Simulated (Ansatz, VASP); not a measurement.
## Two plane-wave programs on Hf4Cl

```
CELL_PARAMETERS angstrom
4.76360 0.00000 0.00000
0.00000 4.76360 0.00000
0.00000 0.00000 4.76360
ATOMIC_POSITIONS crystal
Hf 0.50000 0.00000 0.00000
Hf 0.00000 0.50000 0.00000
Hf 0.00000 0.00000 0.50000
Hf 0.50000 0.50000 0.50000
Cl 0.00000 0.00000 0.00000
```

Alike in both runs: functional PBE; k mesh 8 × 8 × 8; occupations gaussian, width 0.1 eV; no spin polarisation.

Ansatz relaxed the structure, and its values are those at the end. VASP's run is a single point on that final structure, the one shown.

|  | VASP | Ansatz |
| --- | --- | --- |
| version | VASP 6.6.1 | Ansatz 0.2.0 |
| potentials or method | VASP PAW PBE potentials, release 64 (Hf_pv, Cl), cutoff 520 eV | scalar-relativistic, plane waves, PAW |
| valence electrons in the cell | 47 | 111 |

```csv
,VASP,Ansatz,Ansatz less VASP
gap on the k mesh at the Fermi level (eV),none,none,-
pressure (GPa),-0.4,0.0,+0.42
```

A gap of «none» marks a metal or a gap that the smearing closes. With one functional, cell and mesh, what is left measures potentials, basis and numerics. VASP's potentials hold 47 valence electrons a cell and Ansatz's 111, so a difference there can come from the potentials and not from the codes.

Spin-orbit coupling is off throughout.
